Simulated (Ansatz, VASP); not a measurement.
GaSb: VASP beside Ansatz

INCAR

```
SYSTEM = GaSb
PREC = Accurate
ENCUT = 520
EDIFF = 1E-7
ISMEAR = -1
SIGMA = 0.05
LREAL = .FALSE.
LASPH = .TRUE.
NELM = 80
ALGO = Normal
ISIF = 2
LWAVE = .FALSE.
LCHARG = .TRUE.
GGA = VW
LELF = .TRUE.
LVHAR = .TRUE.
NBANDS = 16
```

File KPOINTS:

```
regular mesh
0
G
  8 8 8
  0 0 0
```

The input POSCAR:

```
GaSb
1.0
    0.0000000000      3.0590000000      3.0590000000
    3.0590000000      0.0000000000      3.0590000000
    3.0590000000      3.0590000000      0.0000000000
Sb Ga
1 1
Direct
    0.7500000000      0.7500000000      0.7500000000
    0.0000000000      0.0000000000      0.0000000000
```

input.yaml

```yaml
crystal:
  lattice:
    - [0.0, 3.059, 3.059]
    - [3.059, 0.0, 3.059]
    - [3.059, 3.059, 0.0]
  atoms:
    - { symbol: Sb, position: [0.75, 0.75, 0.75] }
    - { symbol: Ga, position: [0.0, 0.0, 0.0] }
hamiltonian:
  xc: { exchange: slater, correlation: vwn5 }
  pseudopotentials: { kind: paw }
kpoints:
  mp_grid: { grid: [8, 8, 8] }
  band_path:
    path:
      - [[0.0, 0.0, 0.0], [0.5, 0.0, 0.5], [0.5, 0.25, 0.75], [0.375, 0.375, 0.75], [0.0, 0.0, 0.0], [0.5, 0.5, 0.5], [0.625, 0.25, 0.625], [0.5, 0.25, 0.75], [0.5, 0.5, 0.5], [0.375, 0.375, 0.75]]
      - [[0.625, 0.25, 0.625], [0.5, 0.0, 0.5]]
    npoints: 14
scf:
  occupations: { method: fermi_dirac, width: 0.05 }
  n_extra_bands: 6
output:
  forces: true
  stress: true
  eigenvalues: true
  fatbands: true
```

Alike in both runs: functional SVWN5; k mesh 8 × 8 × 8; occupations fermi-dirac, width 0.05 eV; no spin polarisation.

```csv
,VASP,Ansatz
version,VASP 6.6.1,Ansatz 0.2.0
potentials or method,"VASP PAW PBE potentials, release 64 (Sb, Ga_d)",Ansatz PAW
plane-wave cutoff (eV),520,420
valence electrons in the cell,18,28
task,single point,band structure
```

|  | VASP | Ansatz | Ansatz less VASP |
| --- | --- | --- | --- |
| gap on the k mesh at the Fermi level (eV) | none | none | - |
| pressure (GPa) | -1.6 | -1.8 | -0.12 |

VASP's potentials were made for PBE, not for SVWN5. A gap of «none» marks a metal or a gap that the smearing closes. VASP's potentials hold 18 valence electrons a cell and Ansatz's 28, so a difference there can come from the potentials and not from the codes.

Spin-orbit coupling is off throughout.
